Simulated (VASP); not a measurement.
Crystal: KCl.

```
K Cl
1.0
     0.00000    3.12472    3.14485
     3.12472    0.00000    3.14485
     3.12472    3.12472    0.00000
K Cl
1 1
Direct
  0.00000 0.00000 0.00000
  0.50000 0.50000 0.50000
```

This cell differs from its parent crystal: biaxial xy strain -0.6%.

Base run:

| Quantity | Value |
| --- | --- |
| Program | VASP 6.6.1 |
| Functional | r2SCAN |
| Potentials or basis | VASP PAW PBE potentials, release 64 (K_sv, Cl) |
| Cutoff | 520 eV |
| k mesh | 8 × 8 × 8 |
| Occupations | gaussian, width 0.01 eV |
| Spin | no spin polarisation |

Its results: band gap on the k mesh 5.88 eV, direct; pressure 0.3 GPa.

Problem. The run is repeated on the same cell with these changes: functional from r2SCAN to PBE; occupations from gaussian, width 0.01 eV to fermi-dirac, width 0.02 eV. What comes out?

Solution. Band gap on the k mesh 5.24 eV, direct; pressure 1.1 GPa.

Caveats: the PAW data sets were made with another functional, which shifts forces and pressure a little (some runs).

A k mesh can miss the band edges.
